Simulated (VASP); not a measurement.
# Cd (Pm-3m) in VASP: notebook, part 2 of 2

VASP 6.6.1.

### 4 Relaxation of cell and atoms, r2SCAN

This run uses another cell than the first one, of 23.31 Å³/atom.

POSCAR reads:

```
Cd
1.0
    2.8566758760      0.0000000000      0.0000000000
    0.0000000000      2.8566758760      0.0000000000
    0.0000000000      0.0000000000      2.8566758760
Cd
1
Direct
    0.0000000000      0.0000000000      0.0000000000
```

INCAR.step1 reads:

```
SYSTEM = Cd
ALGO = Normal
EDIFF = 1E-5
EDIFFG = -0.005
ENCUT = 550
GGA = PE
GGA_COMPAT = .False.
IBRION = 2
ISIF = 3
ISMEAR = -1
LASPH = .True.
LCHARG = .False.
LREAL = .False.
LWAVE = .True.
NELM = 120
NELMIN = 4
NSW = 100
PREC = Accurate
SIGMA = 0.1
```

INCAR.step2 reads:

```
SYSTEM = Cd
ALGO = Normal
EDIFF = 1E-7
EDIFFG = -0.01
ENCUT = 550
GGA_COMPAT = .False.
IBRION = 2
ISIF = 3
ISMEAR = -1
ISTART = 1
LASPH = .True.
LCHARG = .False.
LMIXTAU = .True.
LREAL = .False.
LWAVE = .False.
METAGGA = R2SCAN
NELM = 120
NELMIN = 4
NSW = 80
PREC = Accurate
SIGMA = 0.1
```

KPOINTS reads:

```
k-points
0
Gamma
  11 11 11
  0 0 0
```

Potentials or basis: VASP PAW PBE potentials, release 64 (Cd).

On the command line:

```bash
$ cat potpaw_PBE.64/Cd/POTCAR > POTCAR
$ cp INCAR.step1 INCAR
$ mpirun -np 1 vasp_std > vasp.out
$ cp INCAR.step2 INCAR
$ mpirun -np 1 vasp_std > vasp.out
```

OUTCAR:

```text
SYSTEM = Cd
   EDIFF = 1E-7
   EDIFFG = -0.01
   ENCUT = 550
   IBRION = 2
   ISIF = 3
   ISMEAR = -1
   ISTART = 1
   LASPH = .True.
   LREAL = .False.
   METAGGA = R2SCAN
   NELM = 120
   NELMIN = 4
   NSW = 80
   PREC = Accurate

 ion  position               nearest neighbor table
   1  0.000  0.000  0.000-

  LATTYP: Found a simple cubic cell.
 ALAT       =     2.8566758760

  Lattice vectors:

 A1 = (   2.8566758760,   0.0000000000,   0.0000000000)
 A2 = (   0.0000000000,   2.8566758760,   0.0000000000)
 A3 = (   0.0000000000,   0.0000000000,   2.8566758760)

Analysis of symmetry for initial positions (statically):
=====================================================================
 Subroutine PRICEL returns:
 Original cell was already a primitive cell.

 Routine SETGRP: Setting up the symmetry group for a
 simple cubic supercell.

 Subroutine GETGRP returns: Found 48 space group operations
 (whereof 48 operations were pure point group operations)
 out of a pool of 48 trial point group operations.

The static configuration has the point symmetry O_h .

Analysis of symmetry for dynamics (positions and initial velocities):
=====================================================================
 Subroutine PRICEL returns:
 Original cell was already a primitive cell.

 Routine SETGRP: Setting up the symmetry group for a
 simple cubic supercell.

 Subroutine GETGRP returns: Found 48 space group operations
 (whereof 48 operations were pure point group operations)
 out of a pool of 48 trial point group operations.

The dynamic configuration has the point symmetry O_h .

 Subroutine INISYM returns: Found 48 space group operations
[... 126 lines left out ...]
 conjugate gradient relaxation of ions
 non-spin polarized calculation
  energy-cutoff  :      550.00
  volume of cell :       23.31
 maximum number of plane-waves:       711
 NGX is ok and might be reduce to    24
   NGX = 11   NGY = 11   NGZ = 11

--------------------------------------- Ionic step        1  -------------------------------------------

 number of electron      12.0000001 magnetization

 Free energy of the ion-electron system (eV)
  ---------------------------------------------------
  ext. energy  EPLUGINS =         0.00000000
  ---------------------------------------------------
  free energy    TOTEN  =       -19.91602956 eV

  energy without entropy =      -19.90378642  energy(sigma->0) =      -19.90990799

------------------------ aborting loop because EDIFF is reached ----------------------------------------

  FORCE on cell =-STRESS in cart. coord.  units (eV):
  Direction    XX          YY          ZZ          XY          YZ          ZX
  --------------------------------------------------------------------------------------
  -------------------------------------------------------------------------------------
  Total        0.6947762      0.6947762      0.6947762      0.0000000      0.0000000     -0.0000000
  in kB       47.7499192     47.7499192     47.7499192      0.0000000      0.0000000     -0.0000000
  external PRESSURE =      47.7499192 kB  Pullay stress =       0.0000000 kB
[... 57 lines left out ...]
--------------------------------------- Ionic step        3  -------------------------------------------

 number of electron      12.0000002 magnetization

 Free energy of the ion-electron system (eV)
  ---------------------------------------------------
  ext. energy  EPLUGINS =         0.00000000
  ---------------------------------------------------
  free energy    TOTEN  =       -19.94718918 eV

  energy without entropy =      -19.93286441  energy(sigma->0) =      -19.94002680

 E-fermi :   1.7239     XC(G=0): -10.7033

 val. band max:        1.6394782177   @ k =   0.4545   0.2727   0.0000
 cond. band min:       1.8191139552   @ k =   0.4545   0.2727   0.0909
 fundamental gap:      0.1796357374
 Fermi energy:         1.7238911299

 k-point     1 :       0.0000    0.0000    0.0000
  band No.  band energies     occupation
      1      -8.4185      2.00000
      2      -8.4185      2.00000
      3      -6.9323      2.00000
      4      -6.9323      2.00000
      5      -6.9323      2.00000
      6      -6.3081      2.00000
      7      12.1469      0.00000
      8      12.1469      0.00000
      9      12.1469      0.00000
     10      15.7215      0.00000
[... 287 lines left out ...]
 k-point    24 :       0.2727    0.0909    0.0909
  band No.  band energies     occupation
      1      -8.2347      2.00000
      2      -7.8861      2.00000
      3      -7.2674      2.00000
      4      -7.2301      2.00000
      5      -6.9824      2.00000
      6      -4.4040      2.00000
      7       5.2331      0.00000
      8      11.9368      0.00000
      9      12.2100      0.00000
     10      18.2321      0.00000

 [... further k-points ...]

------------------------ aborting loop because EDIFF is reached ----------------------------------------

  FORCE on cell =-STRESS in cart. coord.  units (eV):
  Direction    XX          YY          ZZ          XY          YZ          ZX
  --------------------------------------------------------------------------------------
  -------------------------------------------------------------------------------------
  Total        0.0011924      0.0011924      0.0011924      0.0000000      0.0000000     -0.0000000
  in kB        0.0745555      0.0745555      0.0745555      0.0000000      0.0000000     -0.0000000
  external PRESSURE =       0.0745555 kB  Pullay stress =       0.0000000 kB
[... 16 lines left out ...]
  FREE ENERGIE OF THE ION-ELECTRON SYSTEM (eV)
  ---------------------------------------------------
  free  energy   TOTEN  =       -19.9471891788 eV

  energy  without entropy=      -19.9328644148  energy(sigma->0) =      -19.94002680

 reached required accuracy - stopping structural energy minimisation
```

It took 52 s on 1 thread of Intel Xeon 6975P-C (Granite Rapids), shared host; peak memory 0.15 GiB.

Results:

- Free energy: -19.9472 eV
- Relaxed volume: 25.62 Å³/atom
- Relaxed cell: a = 2.948 Å, b = 2.948 Å, c = 2.948 Å, α = 90.00°, β = 90.00°, γ = 90.00°
- Space group after relaxing (to 0.1 Å): Pm-3m (No. 221)
- Energy gained by relaxing: 31.2 meV/atom
- Ionic steps: 3
- Pressure after relaxing: 0.0 GPa
- Band gap on the k mesh: zero (bands 6 and 7 overlap by 5.19 eV)

The path:
```tsv
step	energy change (eV)	largest force (eV/Å)	pressure (GPa)	volume (Å³)
1	0.0000	0.0000	4.77	23.31
2	-0.0311	0.0000	-0.16	25.74
3	-0.0312	0.0000	0.01	25.62
```

Final structure:
```yaml
crystal:
  lattice:
    - [2.94814, 0.00000, 0.00000]
    - [0.00000, 2.94814, 0.00000]
    - [0.00000, 0.00000, 2.94814]
  atoms:
    - { symbol: Cd, position: [0.00000, 0.00000, 0.00000] }
```

Caveat: the PAW data sets were made with another functional, which shifts forces and pressure a little.

### 5 Single point, r2SCAN

This run uses another cell than the first one, of 25.43 Å³/atom.

POSCAR reads:

```
Cd
1.0
    2.9406369548      0.0000000000      0.0000000000
    0.0000000000      2.9406369548      0.0000000000
    0.0000000000      0.0000000000      2.9406369548
Cd
1
Direct
    0.0000000000      0.0000000000      0.0000000000
```

INCAR.step1 reads:

```
SYSTEM = Cd
PREC     = Accurate       ! precision mode
ENCUT    = 550            ! plane-wave cutoff, eV
ISMEAR   = -1             ! smearing method
SIGMA    = 0.1            ! smearing width, eV
LREAL    = .False.        ! projectors in reciprocal space
LASPH    = .True.         ! aspherical terms in the spheres
NELM     = 120            ! most SCF steps
NBANDS   = 12             ! bands
GGA      = PE             ! functional
ALGO     = Normal         ! electronic algorithm
EDIFF    = 1E-5           ! SCF threshold, eV
LWAVE    = .True.         ! write WAVECAR
LCHARG   = .False.        ! write CHGCAR
GGA_COMPAT= .False.
```

INCAR.step2 reads:

```
SYSTEM = Cd
PREC     = Accurate       ! precision mode
ENCUT    = 550            ! plane-wave cutoff, eV
EDIFF    = 1E-6           ! SCF threshold, eV
ISMEAR   = -1             ! smearing method
SIGMA    = 0.1            ! smearing width, eV
LREAL    = .False.        ! projectors in reciprocal space
LASPH    = .True.         ! aspherical terms in the spheres
NELM     = 120            ! most SCF steps
ALGO     = Normal         ! electronic algorithm
ISIF     = 2              ! what is computed and relaxed
LWAVE    = .False.        ! write WAVECAR
LCHARG   = .False.        ! write CHGCAR
METAGGA  = R2SCAN         ! meta-GGA
LMIXTAU  = .True.       
NBANDS   = 12             ! bands
ISTART   = 1            
GGA_COMPAT= .False.
```

KPOINTS reads:

```
Automatic mesh
0
Gamma
  18 18 18
  0 0 0
```

On the command line:

```bash
$ cat potpaw_PBE.64/Cd/POTCAR > POTCAR
$ cp INCAR.step1 INCAR
$ mpirun -np 1 vasp_std > vasp.out
$ cp INCAR.step2 INCAR
$ mpirun -np 1 vasp_std > vasp.out
```

It took 53 s on 1 thread of Intel Xeon 6975P-C (Granite Rapids), shared host; peak memory 0.19 GiB.

It converged, with:

```yaml
Free_energy: -19.9441 eV
Pressure: 0.4 GPa
Band_gap_on_the_k_mesh: zero (bands 6 and 7 overlap by 7.08 eV)
```

Levels at points of the mesh, in eV from the Fermi level:
```csv
k point,band 2,band 3,band 4,band 5,band 6,band 7,band 8,band 9,band 10,band 11
"(0.00, 0.00, 0.00)",-10.14,-8.63,-8.63,-8.63,-8.05,10.50,10.50,10.50,14.09,14.09
"(0.50, 0.00, 0.00)",-9.43,-9.08,-9.08,-8.59,-2.80,-2.30,14.64,14.64,15.43,16.15
"(0.50, 0.50, 0.00)",-9.66,-9.01,-9.01,-8.22,1.19,1.19,2.11,6.06,19.10,19.10
"(0.50, 0.50, 0.50)",-9.72,-9.72,-8.20,-8.20,4.78,4.78,4.78,8.19,9.05,9.94
```

Caveat: the PAW data sets were made with another functional, which shifts forces and pressure a little.

### 6 Overview

```tsv
task	cell	k mesh	gap on the mesh (eV)	pressure (GPa)
single point	a = 3.017 Å, 1 atom	12 × 12 × 12	none	-2.1
single point	a = 3.054 Å, 1 atom	12 × 12 × 12	none	-2.9
relaxation of cell and atoms	relaxed from a = 2.857 Å, 1 atom	11 × 11 × 11	none	0.0
single point	a = 2.941 Å, 1 atom	18 × 18 × 18	none	0.4
```

Alike in all rows: level r2SCAN; potentials or basis VASP PAW PBE potentials, release 64 (Cd); no spin polarisation; cutoff (eV) 550; smearing fermi-dirac 0.1 eV.

Caveats: the PAW data sets were made with another functional, which shifts forces and pressure a little.

Absolute energies hang on the potentials; compare differences alone.
